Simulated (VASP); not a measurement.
# Si in VASP: further runs, part 2 of 2

VASP 6.6.1. The steps go on from the part before.

## 5. Single point, LDA (mode 4 frozen in at +0.000 Å and mode 9 at -0.020 Å (largest displacements))

Input file INCAR:

```
SYSTEM = Si
PREC = Accurate
ENCUT = 520
EDIFF = 1E-6
ISMEAR = 0
SIGMA = 0.05
LREAL = .FALSE.
LASPH = .TRUE.
NELM = 60
ALGO = Normal
ISIF = 2
LWAVE = .FALSE.
LCHARG = .TRUE.
LELF = .TRUE.
LVHAR = .TRUE.
NBANDS = 16
```

Input file KPOINTS:

```
Automatic mesh
0
G
  10 10 6
  0 0 0
```

Input file POSCAR:

```
Si
1.0
    0.0000000000     -2.7007989451     -2.7007989451
    0.0000000000      2.7007989451     -2.7007989451
    5.4015978902      0.0000000000      0.0000000000
Si
4
Direct
    0.5049948607      0.4984283832      0.0000000000
   -0.0049948607      0.0015716168      0.5000000000
   -0.0049948607      0.4984283832      0.2500000000
    0.5049948607      0.0015716168      0.7500000000
```

Potentials or basis: VASP PAW LDA potentials, release 64 (Si).

On the command line:

```bash
cat potpaw_LDA.64/Si/POTCAR > POTCAR
mpirun -np 1 vasp_std > vasp.out
```

OUTCAR:

```text
SYSTEM = Si
   PREC = Accurate
   ENCUT = 520
   EDIFF = 1E-6
   ISMEAR = 0
   LREAL = .FALSE.
   LASPH = .TRUE.
   NELM = 60
   ISIF = 2

 ion  position               nearest neighbor table
   1  0.505  0.498  0.000-   3 2.31   4 2.33   4 2.35   3 2.37
   2  0.995  0.002  0.500-   4 2.31   3 2.33   3 2.35   4 2.37
   3  0.995  0.498  0.250-   1 2.31   2 2.33   2 2.35   1 2.37
   4  0.505  0.002  0.750-   2 2.31   1 2.33   1 2.35   2 2.37

  LATTYP: Found a simple tetragonal cell.
 ALAT       =     3.8195064974
 C/A-ratio  =     1.4142135624

  Lattice vectors:

 A1 = (   0.0000000000,  -2.7007989451,  -2.7007989451)
 A2 = (   0.0000000000,   2.7007989451,  -2.7007989451)
 A3 = (   5.4015978902,   0.0000000000,   0.0000000000)

Analysis of symmetry for initial positions (statically):
=====================================================================
 Subroutine PRICEL returns:
 Original cell was already a primitive cell.

 Routine SETGRP: Setting up the symmetry group for a
 simple tetragonal supercell.

 Subroutine GETGRP returns: Found  4 space group operations
 (whereof  1 operations were pure point group operations)
 out of a pool of 16 trial point group operations.

The static configuration has the point symmetry C_1 .
 The point group associated with its full space group is D_2 .

Analysis of symmetry for dynamics (positions and initial velocities):
=====================================================================
 Subroutine PRICEL returns:
 Original cell was already a primitive cell.

 Routine SETGRP: Setting up the symmetry group for a
 simple tetragonal supercell.

 Subroutine GETGRP returns: Found  4 space group operations
 (whereof  1 operations were pure point group operations)
 out of a pool of 16 trial point group operations.

The dynamic configuration has the point symmetry C_1 .
 The point group associated with its full space group is D_2 .

 Subroutine INISYM returns: Found  4 space group operations
 (whereof  1 operations are pure point group operations),
 and found     1 'primitive' translations

----------------------------------------------------------------------------------------

                                     Primitive cell

  volume of cell :      78.8019

  direct lattice vectors                    reciprocal lattice vectors
     0.000000000 -2.700798945 -2.700798945     0.000000000 -0.185130404 -0.185130404
     0.000000000  2.700798945 -2.700798945     0.000000000  0.185130404 -0.185130404
     5.401597890  0.000000000  0.000000000     0.185130404  0.000000000  0.000000000

  length of vectors
     3.819506497  3.819506497  5.401597890     0.261813928  0.261813928  0.185130404

  position of ions in fractional coordinates (direct lattice)
     0.504994861  0.498428383  0.000000000
     0.995005139  0.001571617  0.500000000
     0.995005139  0.498428383  0.250000000
     0.504994861  0.001571617  0.750000000

  ion indices of the primitive-cell ions
   primitive index   ion index
                 1           1
                 2           2
                 3           3
                 4           4

----------------------------------------------------------------------------------------

 KPOINTS: Automatic mesh

[... 24 lines left out ...]
  0.000000  0.000000  0.000000      1.000000
  0.100000  0.000000  0.000000      2.000000
  0.000000  0.100000  0.000000      2.000000
  0.200000  0.000000  0.000000      2.000000
  0.000000  0.200000  0.000000      2.000000
  0.300000  0.000000  0.000000      2.000000
[... 16 lines left out ...]
 -0.200000  0.300000  0.000000      4.000000
  0.400000  0.200000  0.000000      4.000000
 [... further k-points ...]
   k-points           NKPTS =    144   k-points in BZ     NKDIM =    144   number of bands    NBANDS=     16
   number of dos      NEDOS =    301   number of ions     NIONS =      4
   total plane-waves  NPLWV =  31360
   dimension x,y,z NGX =    28 NGY =   28 NGZ =   40
   dimension x,y,z NGXF=    56 NGYF=   56 NGZF=   80
   ions per type =               4
   NGX,Y,Z   is equivalent  to a cutoff of  12.19, 12.19, 12.31 a.u.
   NGXF,Y,Z  is equivalent  to a cutoff of  24.37, 24.37, 24.62 a.u.
 SYSTEM =  Si
   PREC   = accura    normal or accurate (medium, high low for compatibility)
   ISTART =      0    job   : 0-new  1-cont  2-samecut
   ICHARG =      2    charge: 1-file 2-atom 10-const
   ISPIN  =      1    spin polarized calculation?
   LNONCOLLINEAR =      F non collinear calculations
   LSORBIT =      F    spin-orbit coupling
   LASPH  =      T    aspherical Exc in radial PAW
   ENCUT  =  520.0 eV  38.22 Ry    6.18 a.u.   7.10  7.10 10.04*2*pi/ulx,y,z
   NELM   =     60;   NELMIN=  2; NELMDL= -5     # of ELM steps
   EDIFF  = 0.1E-05   stopping-criterion for ELM
   LREAL  =      F    real-space projection
   EDIFFG = 0.1E-04   stopping-criterion for IOM
   NSW    =      0    number of steps for IOM
   IBRION =     -1    ionic relax: 0-MD 1-quasi-New 2-CG
   NFREE  =      0    steps in history (QN), initial steepest desc. (CG)
   ISIF   =      2    stress and relaxation
   ISYM   =      2    0-nonsym 1-usesym 2-fastsym
   POTIM  = 0.5000    time-step for ionic-motion
   TEBEG  =    0.0;   TEEND  =   0.0 temperature during run
   PSTRESS=    0.0 pullay stress
   NELECT =      16.0000    total number of electrons
   NUPDOWN=      -1.0000    fix difference up-down
   EMIN   =  10.00;   EMAX   =-10.00  energy-range for DOS
   EFERMI =   0.00;   METHOD = LEGACY
   ISMEAR =     0;   SIGMA  =   0.05  broadening in eV -4-tet -1-fermi 0-gaus
   EFERMI_NEDOS =   21; number of points for ismear=-14 and -15
   IALGO  =     38    algorithm
   IMIX   =      4    mixing-type and parameters
     AMIX     =   0.40;   BMIX     =  1.00
     AMIX_MAG =   1.60;   BMIX_MAG =  1.00
  volume/ion in A,a.u.               =      19.70       132.95
  Fermi-wavevector in a.u.,A,eV,Ry     =   0.962209  1.818311 12.596892  0.925845
  Thomas-Fermi vector in A             =   2.091648
   LORBIT       =      0    0 simple, 1 ext, 2 COOP (PROOUT), +10 PAW based schemes
   GGA     = CA    functional components
   LHFCALC =     F    Hartree Fock is set to
   AEXX    =    0.0000 exact exchange contribution
   IVDW    =     0    specifies the selected vdW correction
   LEPSILON=     F    determine dielectric tensor
   LRPA    =     F    only Hartree local field effects (RPA)
 non-spin polarized calculation
 Gauss-broadening in eV      SIGMA  =   0.05
  energy-cutoff  :      520.00
  volume of cell :       78.80
 maximum number of plane-waves:      2138
   NGX = 15   NGY = 15   NGZ = 21

 number of electron      16.0000001 magnetization

 Free energy of the ion-electron system (eV)
  ---------------------------------------------------
  ext. energy  EPLUGINS =         0.00000000
  ---------------------------------------------------
  free energy    TOTEN  =       -23.82162170 eV

  energy without entropy =      -23.82162170  energy(sigma->0) =      -23.82162170

 E-fermi :   6.1519     XC(G=0):  -9.6662

 val. band max:        5.9390632246   @ k =   0.0000   0.0000   0.0000
 cond. band min:       6.3714490872   @ k =   0.0000   0.0000   0.1667
 fundamental gap:      0.4323858625
 Fermi energy:         6.1518539326

 k-point     1 :       0.0000    0.0000    0.0000
  band No.  band energies     occupation
      1      -6.1353      2.00000
      2      -1.9351      2.00000
      3      -1.9315      2.00000
      4       3.0380      2.00000
      5       3.0405      2.00000
      6       5.9353      2.00000
[... 433 lines left out ...]
      3      -0.6698      2.00000
      4       1.1556      2.00000
      5       1.8590      2.00000
      6       2.8668      2.00000
[... 8 lines left out ...]
     15      12.4591      0.00000
     16      13.6965      0.00000

 [... further k-points ...]

------------------------ aborting loop because EDIFF is reached ----------------------------------------

  FORCE on cell =-STRESS in cart. coord.  units (eV):
  Direction    XX          YY          ZZ          XY          YZ          ZX
  --------------------------------------------------------------------------------------
  -------------------------------------------------------------------------------------
  Total        0.0906497      0.0656894      0.0656894      0.0000000      0.0260396      0.0000000
  in kB        1.8430629      1.3355777      1.3355777      0.0000000      0.5294287      0.0000000
  external PRESSURE =       1.5047395 kB  Pullay stress =       0.0000000 kB

 VOLUME and BASIS-vectors are now :
 -----------------------------------------------------------------------------
  energy-cutoff  :      520.00
  volume of cell :       78.80
      direct lattice vectors                 reciprocal lattice vectors
     0.000000000 -2.700798945 -2.700798945     0.000000000 -0.185130404 -0.185130404
     0.000000000  2.700798945 -2.700798945     0.000000000  0.185130404 -0.185130404
     5.401597890  0.000000000  0.000000000     0.185130404  0.000000000  0.000000000

 POSITION                                       TOTAL-FORCE (eV/Angst)
 -----------------------------------------------------------------------------------
      0.00000     -0.01773     -2.71004        -0.019293      0.390308      0.203591
      2.70080     -2.68306     -2.69155        -0.019293     -0.390308     -0.203591
      1.35040     -1.34115     -4.03346         0.019293     -0.203591     -0.390308
      4.05120     -1.35964     -1.36813         0.019293      0.203591      0.390308
 -----------------------------------------------------------------------------------
    total drift:                                0.000000      0.000000     -0.000000

  FREE ENERGIE OF THE ION-ELECTRON SYSTEM (eV)
  ---------------------------------------------------
  free  energy   TOTEN  =       -23.8216217050 eV

  energy  without entropy=      -23.8216217050  energy(sigma->0) =      -23.82162170
```

OSZICAR:

```text
N       E                     dE             d eps       ncg     rms          rms(c)
DAV:   1     0.255688113933E+02    0.25569E+02   -0.59660E+03  4608   0.821E+02
DAV:   2    -0.223422801576E+02   -0.47911E+02   -0.43511E+02  6344   0.123E+02
DAV:   3    -0.243433200573E+02   -0.20010E+01   -0.19882E+01  6152   0.238E+01
DAV:   4    -0.243669413053E+02   -0.23621E-01   -0.23616E-01  5792   0.338E+00
DAV:   5    -0.243673666338E+02   -0.42533E-03   -0.42531E-03  6152   0.427E-01    0.725E+00
DAV:   6    -0.239904468685E+02    0.37692E+00   -0.15401E-01  5304   0.182E+00    0.435E+00
DAV:   7    -0.238213313325E+02    0.16912E+00   -0.29389E-01  5368   0.255E+00    0.324E-01
DAV:   8    -0.238216447054E+02   -0.31337E-03   -0.23122E-02  5432   0.794E-01    0.111E-01
DAV:   9    -0.238216023041E+02    0.42401E-04   -0.72748E-04  6160   0.152E-01    0.811E-02
DAV:  10    -0.238216200511E+02   -0.17747E-04   -0.80207E-05  5624   0.480E-02    0.185E-02
DAV:  11    -0.238216217325E+02   -0.16814E-05   -0.45949E-06  6048   0.134E-02    0.599E-03
DAV:  12    -0.238216217050E+02    0.27511E-07   -0.57483E-07  3456   0.424E-03
   1 F= -.23821622E+02 E0= -.23821622E+02  d E =-.179368E-11
```

stdout:

```text
POSCAR found type information on POSCAR Si
 POSCAR found :  1 types and       4 ions
 scaLAPACK will be used
 LDA part: xc-table for (Slater(with rela. corr.)+CA(PZ))
 , standard interpolation
 POSCAR, INCAR and KPOINTS ok, starting setup
 FFT: planning ... GRIDC
 FFT: planning ... GRID_SOFT
 FFT: planning ... GRID
 WAVECAR not read
 entering main loop
```

Wall time 2.6 min (1 thread of Intel Xeon Platinum 8259CL at 2.50GHz (Skylake/Cascade Lake), shared host); peak memory 0.24 GiB.

What came out:

```
Free energy            : -23.8216 eV
Pressure               : 0.2 GPa
Largest force          : 0.441 eV/Å
Band gap on the k mesh : 0.43 eV
```

Forces in eV/Å, atoms in the order of the input:
```
Si  -0.019  0.390  0.204
Si  -0.019 -0.390 -0.204
Si   0.019 -0.204 -0.390
Si   0.019  0.204  0.390
```

Stress tensor (GPa, compression positive):
```
0.18 0.00 0.00
0.00 0.13 0.05
0.00 0.05 0.13
```

Levels at points of the mesh, in eV from the valence-band top:
| k point | band 4 | band 5 | band 6 | band 7 | band 8 | band 9 | band 10 | band 11 | band 12 | band 13 |
| --- | --- | --- | --- | --- | --- | --- | --- | --- | --- | --- |
| (0.00, 0.00, 0.00) | -2.90 | -2.90 | 0.00 | 0.00 | 0.00 | 0.56 | 0.57 | 2.52 | 2.52 | 2.54 |
| (0.50, 0.00, 0.00) | -5.37 | -3.89 | -3.80 | -1.42 | -1.28 | 2.32 | 2.42 | 4.63 | 4.91 | 4.93 |
| (0.00, 0.50, 0.00) | -5.47 | -3.86 | -3.83 | -1.37 | -1.32 | 2.34 | 2.38 | 4.74 | 4.82 | 5.03 |
| (0.50, 0.50, 0.00) | -7.73 | -2.95 | -2.93 | -2.88 | -2.86 | 0.53 | 0.55 | 0.59 | 0.61 | 10.01 |
| (0.00, 0.00, 0.50) | -3.53 | -1.93 | -1.93 | -1.92 | -1.92 | 1.02 | 1.02 | 3.02 | 3.02 | 5.75 |
| (0.50, 0.00, 0.50) | -7.07 | -1.24 | -1.24 | -1.19 | -1.19 | 1.49 | 1.49 | 3.26 | 3.26 | 3.30 |
| (0.00, 0.50, 0.50) | -7.07 | -1.29 | -1.29 | -1.13 | -1.13 | 1.48 | 1.48 | 3.22 | 3.22 | 3.35 |
| (0.50, 0.50, 0.50) | -7.60 | -3.99 | -3.99 | -3.91 | -3.91 | 4.09 | 4.09 | 4.25 | 4.25 | 4.93 |

Caveat: the cell differs from its parent crystal (mode 4 frozen in at +0.000 Å and mode 9 at -0.020 Å (largest displacements)). A k mesh can miss the band edges.

## 6. Single point, LDA (mode 4 frozen in at +0.000 Å and mode 9 at -0.040 Å (largest displacements))

Input file INCAR:

```
SYSTEM = Si
ALGO = Normal
EDIFF = 1E-7
ENCUT = 520
ISIF = 2
ISMEAR = 0
LASPH = .True.
LCHARG = .True.
LELF = .True.
LREAL = .False.
LVHAR = .True.
LWAVE = .False.
NBANDS = 16
NELM = 100
PREC = Accurate
SIGMA = 0.05
```

Input file KPOINTS:

```
k-points
0
Gamma
  10 10 6
  0 0 0
```

Input file POSCAR:

```
Si
1.0
    0.0000000000     -2.7007989451     -2.7007989451
    0.0000000000      2.7007989451     -2.7007989451
    5.4015978902      0.0000000000      0.0000000000
Si
4
Direct
    0.5099897215      0.4968567663      0.0000000000
   -0.0099897215      0.0031432337      0.5000000000
   -0.0099897215      0.4968567663      0.2500000000
    0.5099897215      0.0031432337      0.7500000000
```

Potentials or basis: VASP PAW LDA potentials, release 64 (Si).

On the command line:

```bash
cat potpaw_LDA.64/Si/POTCAR > POTCAR
mpirun -np 1 vasp_std > vasp.out
```

Run time: 2.6 min. Hardware: 1 thread of Intel Xeon Platinum 8259CL at 2.50GHz (Skylake/Cascade Lake), shared host; peak memory 0.24 GiB.

The run converged. Its results:

* Free energy: -23.7687 eV
* Pressure: 0.4 GPa
* Largest force: 0.886 eV/Å
* Band gap on the k mesh: 0.40 eV

Forces on the atoms (eV/Å):
```
Si  -0.077  0.782  0.409
Si  -0.077 -0.782 -0.409
Si   0.077 -0.409 -0.782
Si   0.077  0.409  0.782
```

Stress tensor (GPa, compression positive):
```
0.57 0.00 0.00
0.00 0.32 0.21
0.00 0.21 0.32
```

Levels at points of the mesh, in eV from the valence-band top:
```
           k point  band 5  band 6  band 7  band 8  band 9  band 10  band 11  band 12
(0.00, 0.00, 0.00)   -2.91   -0.02   -0.01    0.00    0.51     0.55     2.50     2.50
(0.50, 0.00, 0.00)   -3.96   -3.77   -1.50   -1.22    2.25     2.45     4.48     4.77
(0.00, 0.50, 0.00)   -3.90   -3.84   -1.39   -1.30    2.28     2.34     4.72     4.89
(0.50, 0.50, 0.00)   -3.01   -2.98   -2.88   -2.83    0.48     0.53     0.61     0.64
(0.00, 0.00, 0.50)   -1.94   -1.94   -1.91   -1.91    1.00     1.00     2.99     2.99
(0.50, 0.00, 0.50)   -1.29   -1.29   -1.19   -1.19    1.48     1.48     3.23     3.23
(0.00, 0.50, 0.50)   -1.38   -1.38   -1.07   -1.07    1.45     1.45     3.14     3.14
(0.50, 0.50, 0.50)   -4.03   -4.03   -3.89   -3.89    3.98     3.98     4.28     4.28
```

Caveat: the cell differs from its parent crystal (mode 4 frozen in at +0.000 Å and mode 9 at -0.040 Å (largest displacements)). A k mesh can miss the band edges.
